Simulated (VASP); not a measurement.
**Ge: single point with PBEsol**

Crystal: Ge.

```xyz
8
Lattice="-2.6121 -2.8511 0.0000 2.6121 -2.8511 0.0000 0.0000 0.0000 10.3734" Properties=species:S:1:pos:R:3 pbc="T T T"
Ge    0.0000    0.0000    3.8325
Ge    0.0000   -2.8511    8.7692
Ge    0.0000    0.0000    8.2495
Ge    0.0000   -2.8511    3.3128
Ge    0.0000   -1.2959    1.1043
Ge    0.0000   -4.1470    6.0410
Ge    0.0000   -4.4063    1.1043
Ge    0.0000   -1.5552    6.0410
```

This cell differs from its parent crystal: the distance across one plane changed.

| Property | Result |
| --- | --- |
| Program | VASP 6.6.1 |
| Task | single point |
| Functional | PBEsol |
| Potentials or basis | VASP PAW PBE potentials, release 64 (Ge_d) |
| Cutoff | 520 eV |
| k mesh | 12 × 12 × 5 |
| Occupations | gaussian, width 0.15 eV |
| Spin | no spin polarisation |

- Pressure: -2.0 GPa
- Largest force: 0.501 eV/Å
- Band gap on the k mesh: zero (bands 56 and 57 overlap by 3.43 eV)

Forces in eV/Å, atoms in the order of the input:
```
Ge   0.000  0.000 -0.254
Ge   0.000  0.000  0.501
Ge   0.000  0.000  0.212
Ge   0.000  0.000 -0.120
Ge   0.000 -0.090 -0.298
Ge   0.000 -0.004  0.129
Ge   0.000  0.090 -0.298
Ge   0.000  0.004  0.129
```

Stress tensor (GPa, compression positive):
```
-0.95  0.00  0.00
 0.00 -1.68  0.00
 0.00  0.00 -3.49
```

Levels at points of the mesh, in eV from the Fermi level:
```
           k point  band 52  band 53  band 54  band 55  band 56  band 57  band 58  band 59  band 60  band 61
(0.00, 0.00, 0.00)    -1.98    -1.90    -1.75    -1.70    -0.32     0.47     0.61     0.96     2.46     2.86
(0.50, 0.00, 0.00)    -0.88    -0.23    -0.05     0.22     0.25     0.75     0.76     2.22     2.26     2.59
(0.50, 0.50, 0.00)    -4.12    -3.61    -3.25    -2.95    -2.10    -1.93    -0.97    -0.76     2.99     3.35
```

Wall time 35 min on 1 thread of Oxide Virtual Turin-like Processor (shared host), peak memory 0.82 GiB.

Caveat: the cell differs from its parent crystal (the distance across one plane changed); the PAW data sets were made with another functional, which shifts forces and pressure a little.
